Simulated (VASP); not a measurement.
Write the native input for VASP 6.6.1 that does the following.

* Task: relaxation of cell and atoms
* Functional: PBE
* Potentials or basis: VASP PAW PBE potentials, release 64 (Sm_3, In_d, O), 4f in core
* Cutoff: 600 eV
* k mesh: 14 × 12 × 10
* Occupations: gaussian, width 0.1 eV
* Spin: no spin polarisation
* Dipole correction: no
* Further INCAR settings: ALGO = Normal; EDIFF = 1e-07; IBRION = 2; EDIFFG = -0.01; NSW = 100; ISIF = 3

The structure of SmInO lies in POSCAR:

```
SmInO
1.0
    3.6008548544      0.0000000000      0.0000000000
    0.0000000000      4.2270365019      0.0000000000
    0.0000000000      0.0000000000      5.3250379118
Sm In O
1 1 1
Direct
    0.0000000000      0.0000000000      0.0000000000
    0.5000000000      0.0000000000      0.5000000000
    0.5000000000      0.5000000000      0.5000000000
```

The cell was generated, and may not be a known phase.

These files were run (other wordings do the same):

INCAR

```
SYSTEM = SmInO
PREC     = Accurate       ! precision mode
ENCUT    = 600            ! plane-wave cutoff, eV
EDIFF    = 1E-7           ! SCF threshold, eV
ISMEAR   = 0              ! smearing method
SIGMA    = 0.1            ! smearing width, eV
LREAL    = .False.        ! projectors in reciprocal space
LASPH    = .True.         ! aspherical terms in the spheres
NELM     = 200            ! most SCF steps
ALGO     = Normal         ! electronic algorithm
ISIF     = 3              ! what is computed and relaxed
LWAVE    = .False.        ! write WAVECAR
LCHARG   = .False.        ! write CHGCAR
GGA      = PE             ! functional
IBRION   = 2              ! ionic algorithm
NSW      = 100            ! ionic steps
EDIFFG   = -0.01          ! ionic threshold
GGA_COMPAT= .False.      
NELMIN   = 4            
LMAXMIX  = 6              ! l up to which the mixer works
```

KPOINTS

```
regular mesh
0
Gamma
  14 12 10
  0 0 0
```

Potentials or basis: VASP PAW PBE potentials, release 64 (Sm_3, In_d, O), 4f in core.

Command:

```console
$ cat potpaw_PBE.64/Sm_3/POTCAR potpaw_PBE.64/In_d/POTCAR potpaw_PBE.64/O/POTCAR > POTCAR
$ mpirun -np 1 vasp_std > vasp.out
```

It gave:

| Property | Result |
| --- | --- |
| Relaxed volume | 26.96 Å³/atom |
| Relaxed cell | a = 3.568 Å, b = 4.243 Å, c = 5.341 Å, α = 90.00°, β = 90.00°, γ = 90.00° |
| Space group after relaxing (to 0.1 Å) | Pmmm (No. 47) |
| Energy gained by relaxing | 0.6 meV/atom |
| Ionic steps | 7 |
| Pressure after relaxing | 0.0 GPa |
| Band gap on the k mesh | zero (bands 15 and 16 overlap by 1.36 eV) |

Caveat: spin-orbit coupling is left out, which moves the levels of the heavy elements; the 4f electrons are frozen in the core, so they carry no moment and show no levels; the run has no spin polarisation, though such a crystal can be magnetic.

It took 34 min on 1 thread of Intel(R) Xeon(R) 6975P-C (Granite Rapids), with other jobs on the host, peak memory 0.8 GiB.
